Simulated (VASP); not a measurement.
Write the native input for VASP 6.6.1 that does the following.

- Task: single point
- Functional: PBE
- Potentials or basis: VASP PAW PBE potentials, release 64 (Hf_pv, N)
- Cutoff: 400 eV
- k mesh: 9 × 9 × 9
- Occupations: gaussian, width 0.02 eV
- Spin: no spin polarisation
- Further INCAR settings: ALGO = Normal; EDIFF = 1e-07

The structure of HfN lies in POSCAR:

```
HfN
1.0
    0.0000000000      2.2560000000      2.2560000000
    2.2560000000      0.0000000000      2.2560000000
    2.2560000000      2.2560000000      0.0000000000
Hf N
1 1
Direct
   -0.0036090000      0.0047080000      0.0016950000
    0.4950000000      0.5041690000      0.4938940000
```

This cell differs from its parent crystal: atoms moved at random.

These files were run (other wordings do the same):

INCAR

```
ALGO     = Normal         # electronic algorithm
EDIFF    = 1E-7           # SCF threshold, eV
ENCUT    = 400            # plane-wave cutoff, eV
ISIF     = 2              # what is computed and relaxed
ISMEAR   = 0              # smearing method
LASPH    = True           # aspherical terms in the spheres
LCHARG   = False          # write CHGCAR
LREAL    = False          # projectors in reciprocal space
LWAVE    = False          # write WAVECAR
NELM     = 100            # most SCF steps
PREC     = Accurate       # precision mode
SIGMA    = 0.02           # smearing width, eV
```

KPOINTS

```
k-points
0
Gamma
  9 9 9
```

Potentials or basis: VASP PAW PBE potentials, release 64 (Hf_pv, N).

Command:

```sh
$ cat potpaw_PBE.64/Hf_pv/POTCAR potpaw_PBE.64/N/POTCAR > POTCAR
$ mpirun -np 1 vasp_std > vasp.out
```

It gave:

| Quantity | Value |
| --- | --- |
| Largest force | 0.329 eV/Å |
| Band gap on the k mesh | zero (an odd number of electrons rules out a gap without spin polarisation) |

Caveat: the cell differs from its parent crystal (atoms moved at random); spin-orbit coupling is left out, which moves the levels of the heavy elements.

Run time: 80 s on 1 thread of Intel(R) Xeon(R) Platinum 8259CL CPU @ 2.50GHz (Skylake/Cascade Lake) (shared host), peak memory 0.2 GiB.
